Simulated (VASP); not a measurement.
FeSi: single point with PBEsol

The system is FeSi.

```
CELL_PARAMETERS angstrom
4.48200 0.00000 0.00000
0.00000 4.48200 0.00000
0.00000 0.00000 4.48200
ATOMIC_POSITIONS crystal
Fe 0.13426 0.13426 0.13426
Fe 0.36574 0.86574 0.63426
Fe 0.63426 0.36574 0.86574
Fe 0.86574 0.63426 0.36574
Si 0.83984 0.83984 0.83984
Si 0.66016 0.16016 0.33984
Si 0.33984 0.66016 0.16016
Si 0.16016 0.33984 0.66016
```

| Item | Value |
| --- | --- |
| Program | VASP 6.6.1 |
| Task | single point |
| Functional | PBEsol |
| Potentials or basis | VASP PAW PBE potentials, release 64 (Fe, Si) |
| Cutoff | 520 eV |
| k mesh | 8 × 8 × 8 |
| Occupations | gaussian, width 0.01 eV |
| Spin | no spin polarisation |
| Dipole correction | no |
| Further INCAR settings | ALGO = Normal; EDIFF = 1e-06; NBANDS = 34 |

The pressure is -10.6 GPa and the largest force is 0.042 eV/Å. The band gap on the k mesh is 0.15 eV (least direct gap 0.16 eV).

Forces in eV/Å, atoms in the order of the input:
```
Fe   0.024  0.024  0.024
Fe  -0.024 -0.024  0.024
Fe   0.024 -0.024 -0.024
Fe  -0.024  0.024 -0.024
Si   0.004  0.004  0.004
Si  -0.004 -0.004  0.004
Si   0.004 -0.004 -0.004
Si  -0.004  0.004 -0.004
```

Levels at points of the mesh, in eV from the valence-band top:
```csv
k point,band 22,band 23,band 24,band 25,band 26,band 27
"(0.00, 0.00, 0.00)",-0.26,-0.02,-0.02,0.63,0.63,0.63
"(0.50, 0.00, 0.00)",-0.35,-0.01,-0.01,0.19,0.19,1.68
"(0.50, 0.50, 0.00)",-0.98,-0.33,-0.33,0.62,0.62,1.25
"(0.50, 0.50, 0.50)",-0.63,-0.63,-0.63,0.47,0.47,0.47
```

Wall time 3.5 min on 1 thread of Intel Xeon 8259CL, on a shared host, peak memory 0.26 GiB.

Caveat: the cell stands under tension; the PAW data sets were made with another functional, which shifts forces and pressure a little. Spin polarisation is off, so any magnetic state and its effect on volume and gap are missing.
